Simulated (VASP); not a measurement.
## MgSi2C2: single point with PBE

Crystal: MgSi2C2.

```
Mg Si C
1.0
    -1.92070    1.92070    4.53506
     1.92070   -1.92070    4.53506
     1.92070    1.92070   -4.53506
Mg Si C
1 2 2
Direct
  0.00000 0.00000 0.00000
  0.75000 0.25000 0.50000
  0.25000 0.75000 0.50000
  0.38420 0.38420 0.00000
  0.61580 0.61580 0.00000
```

The cell was built from a structure type or drawn by symmetry, and may not be a known phase.

```yaml
Program: VASP 6.6.1
Task: single point
Functional: PBE
Potentials_or_basis: VASP PAW PBE potentials, release 64 (Mg, Si, C)
Cutoff: 520 eV
k_mesh: 6 × 6 × 6
Occupations: gaussian, width 0.1 eV
Spin: no spin polarisation
Dipole_correction: no
Further_INCAR_settings: ALGO = Normal; EDIFF = 1e-07; NBANDS = 17
```

```
Pressure               : -10.9 GPa
Largest force          : 1.170 eV/Å
Band gap on the k mesh : zero (bands 9 and 10 overlap by 1.98 eV)
```

Forces on the atoms (eV/Å):
```
Mg   0.000  0.000  0.000
Si   0.000  0.000  0.000
Si   0.000  0.000  0.000
C    0.000  0.000 -1.170
C    0.000  0.000  1.170
```

Stress tensor (GPa, compression positive):
```
-10.00   0.00   0.00
  0.00 -10.00   0.00
  0.00   0.00 -12.60
```

Levels at points of the mesh, in eV from the Fermi level:
| k point | band 7 | band 8 | band 9 | band 10 | band 11 | band 12 |
| --- | --- | --- | --- | --- | --- | --- |
| (0.00, 0.00, 0.00) | -2.99 | -2.99 | -2.37 | -1.37 | 0.70 | 3.53 |
| (0.50, 0.00, 0.00) | -3.19 | -1.37 | -1.23 | -0.30 | 2.15 | 2.55 |
| (0.50, 0.50, 0.00) | -3.66 | -2.62 | -1.18 | 0.80 | 3.74 | 3.98 |
| (0.50, 0.50, 0.50) | -2.65 | -2.30 | -1.47 | -1.47 | 2.41 | 2.50 |

Wall time 64 s on 1 thread of Intel Xeon 8259CL, with other jobs on the host, peak memory 0.25 GiB.

Caveat: the cell stands under tension; forces of over 1 eV/Å act on the atoms, so gaps and moduli don't describe the material at rest.
